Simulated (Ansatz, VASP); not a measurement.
**AlCo in VASP and in Ansatz**

```
Al Co
1.0
     3.75487    0.00000    0.00000
    -1.87743    3.25181    0.00000
     0.00000    0.00000    4.71550
Al Co
2 2
Cartesian
  0.0000 2.1679 1.1789
  1.8774 1.0839 3.5366
  0.0000 0.0000 2.3578
  0.0000 0.0000 0.0000
```

Change from the starting cell: species swapped into the InCu type (P6_3/mmc, No. 194).

Alike in both runs: functional PBE; k mesh 6 × 6 × 4; occupations gaussian, width 0.1 eV; collinear spin.

Ansatz relaxed the structure, and its values are those at the end. VASP's run is a single point on that final structure, the one shown.

|  | VASP | Ansatz |
| --- | --- | --- |
| version | VASP 6.6.1 | Ansatz 0.2.0 |
| potentials or method | VASP PAW PBE potentials, release 64 (Al, Co), cutoff 520 eV | scalar-relativistic, plane waves, PAW |
| valence electrons in the cell | 24 | 40 |

Ansatz gave:

* gap on the k mesh at the Fermi level (eV): none
* pressure (GPa): 0.0
* net moment per atom (μB): 0.38
* size of the moment on the site where the two differ most (μB): 0.84

**Question.** Which values does VASP return?

**Answer.** gap on the k mesh at the Fermi level (eV): none; pressure (GPa): -0.2; net moment per atom (μB): 0.38; size of the moment on the site where the two differ most (μB): 0.83.

Site moments also hang on the region over which each program counts them. A gap of «none» marks a metal or a gap that the smearing closes. VASP's potentials hold 24 valence electrons a cell and Ansatz's 40, so a difference there can come from the potentials and not from the codes.
